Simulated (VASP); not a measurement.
# Bi2Te3 (R-3m) in VASP: a series of runs

Bi2Te3 is run at these levels: PBE; tasks: single point.

Program: VASP 6.6.1. These are calculated values, not measurements. Logs are shortened: lines on timing, memory, paths and dates and some standing lists are left out, and cuts for length are marked.

**1. The cell of the first run**

Symmetry: R-3m, No. 166, trigonal system. The conventional cell has a = 4.443 Å, b = 4.443 Å, c = 32.145 Å, α = 90.00°, β = 90.00°, γ = 120.00°. Bi (site symmetry 3m) has 6 Te at 3.09 to 3.29 Å within 4.1 Å. Within 4.1 Å of Te (site symmetry 3m) lie 3 Bi at 3.09 Å and 3 Te at 4.07 Å. Within 4.6 Å of Te (site symmetry -3m) lie 6 Bi at 3.29 Å and 12 Te at 4.44 to 4.57 Å.

**2. Single point, PBE**

Input file INCAR:

```
ALGO     = Fast           # electronic algorithm
EDIFF    = 1E-7           # SCF threshold, eV
ENCUT    = 520            # plane-wave cutoff, eV
GGA      = PE             # functional
ISIF     = 2              # what is computed and relaxed
ISMEAR   = 0              # smearing method
LASPH    = T              # aspherical terms in the spheres
LCHARG   = F              # write CHGCAR
LREAL    = F              # projectors in reciprocal space
LWAVE    = F              # write WAVECAR
NBANDS   = 32             # bands
NELM     = 100            # most SCF steps
PREC     = Accurate       # precision mode
SIGMA    = 0.02           # smearing width, eV
```

Input file KPOINTS:

```
k-points
0
Gamma
  6 6 6
```

Input file POSCAR:

```
Bi2Te3
1.0
    2.2213128439      1.2824755667     10.7151058152
   -2.2213128439      1.2824755667     10.7151058152
    0.0000000000     -2.5649511384     10.7151058146
Bi Te
2 3
Direct
    0.6027536022      0.6027536022      0.6027536022
    0.3972463978      0.3972463978      0.3972463978
    0.7842204500      0.7842204500      0.7842204500
    0.0000000000      0.0000000000      0.0000000000
    0.2157795500      0.2157795500      0.2157795500
```

Potentials or basis: VASP PAW PBE potentials, release 64 (Bi_d, Te).

Started as:

```
cat potpaw_PBE.64/Bi_d/POTCAR potpaw_PBE.64/Te/POTCAR > POTCAR
mpirun -np 1 vasp_std > vasp.out
```

OUTCAR:

```text
EDIFF = 1E-7
   ENCUT = 520
   GGA = PE
   ISIF = 2
   ISMEAR = 0
   LASPH = T
   LREAL = F
   NELM = 100
   PREC = Accurate

 ion  position               nearest neighbor table
   1  0.603  0.603  0.603-   5 3.09   5 3.09   5 3.09   4 3.29   4 3.29   4 3.29
   2  0.397  0.397  0.397-   3 3.09   3 3.09   3 3.09   4 3.29   4 3.29   4 3.29
   3  0.784  0.784  0.784-   2 3.09   2 3.09   2 3.09
   4  0.000  0.000  0.000-   2 3.29   1 3.29   2 3.29   2 3.29   1 3.29   1 3.29
   5  0.216  0.216  0.216-   1 3.09   1 3.09   1 3.09

  LATTYP: Found a trigonal (rhomboedric) cell.
 ALAT       =    11.0178249651
 COS(alpha) =     0.9187061459

  Lattice vectors:

 A1 = (   2.2213128439,   1.2824755667,  10.7151058152)
 A2 = (  -2.2213128439,   1.2824755667,  10.7151058152)
 A3 = (   0.0000000000,  -2.5649511384,  10.7151058146)

Analysis of symmetry for initial positions (statically):
=====================================================================
 Subroutine PRICEL returns:
 Original cell was already a primitive cell.

 Routine SETGRP: Setting up the symmetry group for a
 trigonal (rhombohedral) supercell.

 Subroutine GETGRP returns: Found 12 space group operations
 (whereof 12 operations were pure point group operations)
 out of a pool of 12 trial point group operations.

The static configuration has the point symmetry D_3d.

Analysis of symmetry for dynamics (positions and initial velocities):
=====================================================================
 Subroutine PRICEL returns:
 Original cell was already a primitive cell.

 Routine SETGRP: Setting up the symmetry group for a
 trigonal (rhombohedral) supercell.

 Subroutine GETGRP returns: Found 12 space group operations
 (whereof 12 operations were pure point group operations)
 out of a pool of 12 trial point group operations.

The dynamic configuration has the point symmetry D_3d.

 Subroutine INISYM returns: Found 12 space group operations
 (whereof 12 operations are pure point group operations),
 and found     1 'primitive' translations

----------------------------------------------------------------------------------------

                                     Primitive cell

  volume of cell :     183.1498

[... 93 lines left out ...]
   NELM   =    100;   NELMIN=  2; NELMDL= -5     # of ELM steps
   EDIFF  = 0.1E-06   stopping-criterion for ELM
   LREAL  =      F    real-space projection
   EDIFFG = 0.1E-05   stopping-criterion for IOM
   NSW    =      0    number of steps for IOM
   IBRION =     -1    ionic relax: 0-MD 1-quasi-New 2-CG
   NFREE  =      0    steps in history (QN), initial steepest desc. (CG)
   ISIF   =      2    stress and relaxation
   ISYM   =      2    0-nonsym 1-usesym 2-fastsym
   POTIM  = 0.5000    time-step for ionic-motion
   TEBEG  =    0.0;   TEEND  =   0.0 temperature during run
   PSTRESS=    0.0 pullay stress
   NELECT =      48.0000    total number of electrons
   NUPDOWN=      -1.0000    fix difference up-down
   EMIN   =  10.00;   EMAX   =-10.00  energy-range for DOS
   EFERMI =   0.00;   METHOD = LEGACY
   ISMEAR =     0;   SIGMA  =   0.02  broadening in eV -4-tet -1-fermi 0-gaus
   EFERMI_NEDOS =   21; number of points for ismear=-14 and -15
   IALGO  =     68    algorithm
   IMIX   =      4    mixing-type and parameters
     AMIX     =   0.40;   BMIX     =  1.00
     AMIX_MAG =   1.60;   BMIX_MAG =  1.00
  volume/ion in A,a.u.               =      36.63       247.19
  Fermi-wavevector in a.u.,A,eV,Ry     =   1.047658  1.979787 14.933595  1.097588
  Thomas-Fermi vector in A             =   2.182548
   LORBIT       =      0    0 simple, 1 ext, 2 COOP (PROOUT), +10 PAW based schemes
   GGA     = PE    functional components
   LHFCALC =     F    Hartree Fock is set to
   AEXX    =    0.0000 exact exchange contribution
   IVDW    =     0    specifies the selected vdW correction
   LEPSILON=     F    determine dielectric tensor
   LRPA    =     F    only Hartree local field effects (RPA)
 non-spin polarized calculation
 RMM-DIIS sequential band-by-band and
 Gauss-broadening in eV      SIGMA  =   0.02
  energy-cutoff  :      520.00
  volume of cell :      183.15
 maximum number of plane-waves:      4952
 NGX is ok and might be reduce to    84
   NGX = 41   NGY = 41   NGZ = 41

 number of electron      48.0000001 magnetization

 Free energy of the ion-electron system (eV)
  ---------------------------------------------------
  ext. energy  EPLUGINS =         0.00000000
  ---------------------------------------------------
  free energy    TOTEN  =       -18.39934271 eV

  energy without entropy =      -18.39934271  energy(sigma->0) =      -18.39934271

 E-fermi :   5.1409     XC(G=0):  -8.9294

 val. band max:        5.0330885523   @ k =   0.0000   0.0000   0.0000
 cond. band min:       5.5731110334   @ k =   0.0000   0.0000   0.0000
 fundamental gap:      0.5400224811
 Fermi energy:         5.1408693961

 k-point     1 :       0.0000    0.0000    0.0000
  band No.  band energies     occupation
      1     -17.8928      2.00000
      2     -17.8928      2.00000
      3     -17.8917      2.00000
      4     -17.8917      2.00000
      5     -17.8874      2.00000
      6     -17.8863      2.00000
[... 829 lines left out ...]
     31       9.6537      0.00000
     32      10.6815      0.00000

 [... further k-points ...]

------------------------ aborting loop because EDIFF is reached ----------------------------------------

  FORCE on cell =-STRESS in cart. coord.  units (eV):
  Direction    XX          YY          ZZ          XY          YZ          ZX
  --------------------------------------------------------------------------------------
  -------------------------------------------------------------------------------------
  Total       -0.0047839     -0.0047839     -0.0511936      0.0000000      0.0000000      0.0000000
  in kB       -0.0418491     -0.0418491     -0.4478366      0.0000000      0.0000000      0.0000000
  external PRESSURE =      -0.1771783 kB  Pullay stress =       0.0000000 kB

 VOLUME and BASIS-vectors are now :
 -----------------------------------------------------------------------------
  energy-cutoff  :      520.00
  volume of cell :      183.15
      direct lattice vectors                 reciprocal lattice vectors
     2.221312844  1.282475567 10.715105815     0.225092112  0.129956992  0.031108730
    -2.221312844  1.282475567 10.715105815    -0.225092112  0.129956992  0.031108730
     0.000000000 -2.564951138 10.715105815     0.000000000 -0.259913983  0.031108730

 POSITION                                       TOTAL-FORCE (eV/Angst)
 -----------------------------------------------------------------------------------
      0.00000     -0.00000     19.37571         0.000000     -0.000000      0.011652
      0.00000     -0.00000     12.76961         0.000000      0.000000     -0.011652
      0.00000     -0.00000     25.20902         0.000000     -0.000000      0.012737
      0.00000      0.00000      0.00000         0.000000      0.000000     -0.000000
      0.00000     -0.00000      6.93630         0.000000      0.000000     -0.012737
 -----------------------------------------------------------------------------------
    total drift:                               -0.000000     -0.000000      0.000000

  FREE ENERGIE OF THE ION-ELECTRON SYSTEM (eV)
  ---------------------------------------------------
  free  energy   TOTEN  =       -18.3993427144 eV

  energy  without entropy=      -18.3993427144  energy(sigma->0) =      -18.39934271
```

OSZICAR:

```text
N       E                     dE             d eps       ncg     rms          rms(c)
DAV:   1     0.423800233257E+03    0.42380E+03   -0.21441E+04  2048   0.142E+03
DAV:   2     0.249116748124E+02   -0.39889E+03   -0.38339E+03  2160   0.364E+02
DAV:   3    -0.169533003288E+02   -0.41865E+02   -0.40049E+02  2656   0.132E+02
DAV:   4    -0.186556730357E+02   -0.17024E+01   -0.16977E+01  2240   0.291E+01
DAV:   5    -0.187316154685E+02   -0.75942E-01   -0.75937E-01  3072   0.597E+00    0.640E+00
RMM:   6    -0.183954319211E+02    0.33618E+00   -0.53647E-01  2291   0.347E+00    0.426E+00
RMM:   7    -0.183979035329E+02   -0.24716E-02   -0.14633E-01  2582   0.172E+00    0.166E+00
RMM:   8    -0.183990250326E+02   -0.11215E-02   -0.17579E-02  2666   0.111E+00    0.306E-01
RMM:   9    -0.183990824241E+02   -0.57391E-04   -0.59287E-03  2738   0.551E-01    0.134E-01
RMM:  10    -0.183993055219E+02   -0.22310E-03   -0.16351E-03  3030   0.292E-01    0.393E-02
RMM:  11    -0.183993397074E+02   -0.34185E-04   -0.46243E-04  3298   0.151E-01    0.412E-02
RMM:  12    -0.183993440504E+02   -0.43430E-05   -0.39124E-05  3374   0.385E-02    0.371E-02
RMM:  13    -0.183993447916E+02   -0.74118E-06   -0.69826E-06  2828   0.163E-02    0.142E-02
RMM:  14    -0.183993427531E+02    0.20384E-05   -0.24875E-06  2588   0.102E-02    0.464E-03
RMM:  15    -0.183993427144E+02    0.38709E-07   -0.94446E-07  2518   0.572E-03
   1 F= -.18399343E+02 E0= -.18399343E+02  d E =-.127444E-16
```

Wall time 19 min (1 thread of Intel Xeon 6975P-C (Granite Rapids), shared host); peak memory 1.1 GiB.

What came out:

* Free energy: -18.3993 eV
* Pressure: 0.0 GPa
* Largest force: 0.013 eV/Å
* Band gap on the k mesh: 0.54 eV

Forces on the atoms (eV/Å):
```
Bi   0.000  0.000  0.012
Bi   0.000  0.000 -0.012
Te   0.000  0.000  0.013
Te   0.000  0.000  0.000
Te   0.000  0.000 -0.013
```

Caveat: spin-orbit coupling is left out, which moves the levels of the heavy elements. A k mesh can miss the band edges.

**3. Single point, PBE**

This run uses another cell than the first one, of 36.35 Å³/atom.

Input file INCAR:

```
SYSTEM = Bi2Te3
ALGO = Fast
EDIFF = 1E-6
ENCUT = 520
GGA = PE
ISIF = 2
ISMEAR = 0
LASPH = .TRUE.
LCHARG = .FALSE.
LREAL = .FALSE.
LWAVE = .FALSE.
NBANDS = 32
NELM = 100
PREC = Accurate
SIGMA = 0.1
```

Input file KPOINTS:

```
k-points
0
G
  6 6 6
  0 0 0
```

Input file POSCAR:

```
Bi2Te3
1.0
    2.2090652000      1.2754044500     10.7524328200
   -2.2090652000      1.2754044500     10.7524328200
    0.0000000000     -2.5508089100     10.7524328200
Bi Te
2 3
Direct
    0.6031702200      0.6031702200      0.6031702200
    0.3968297800      0.3968297800      0.3968297800
    0.7831922800      0.7831922800      0.7831922800
    0.0000000000      0.0000000000      0.0000000000
    0.2168077400      0.2168077400      0.2168077400
```

Potentials or basis: VASP PAW PBE potentials, release 64 (Bi_d, Te).

Started as:

```
cat potpaw_PBE.64/Bi_d/POTCAR potpaw_PBE.64/Te/POTCAR > POTCAR
mpirun -np 1 vasp_std > vasp.out
```

Run time: 15 min. Hardware: 1 thread of Intel Xeon 6975P-C (Granite Rapids), shared host; peak memory 1.2 GiB.

Results (log left out):

```yaml
Free_energy: -18.3917 eV
Pressure: 0.7 GPa
Largest_force: 0.156 eV/Å
Band_gap_on_the_k_mesh: 0.60 eV
```

Forces on the atoms (eV/Å):
```
Bi   0.000  0.000  0.086
Bi   0.000  0.000 -0.086
Te   0.000  0.000  0.156
Te   0.000  0.000  0.000
Te   0.000  0.000 -0.156
```

Levels at points of the mesh, in eV from the valence-band top:
```tsv
k point	band 20	band 21	band 22	band 23	band 24	band 25	band 26	band 27	band 28	band 29
(0.00, 0.00, 0.00)	-1.24	-1.24	-0.56	-0.56	0.00	0.60	1.18	1.18	2.12	2.33
(0.50, 0.00, 0.00)	-2.43	-2.34	-1.62	-0.68	-0.47	0.99	1.75	2.72	3.08	3.67
(0.50, 0.50, 0.00)	-2.15	-1.62	-1.37	-0.92	-0.87	1.48	1.57	2.23	2.94	3.28
(0.50, 0.50, 0.50)	-1.14	-1.14	-0.66	-0.66	-0.24	0.82	1.38	1.38	2.02	2.13
```

Caveat: spin-orbit coupling is left out, which moves the levels of the heavy elements. A k mesh can miss the band edges.
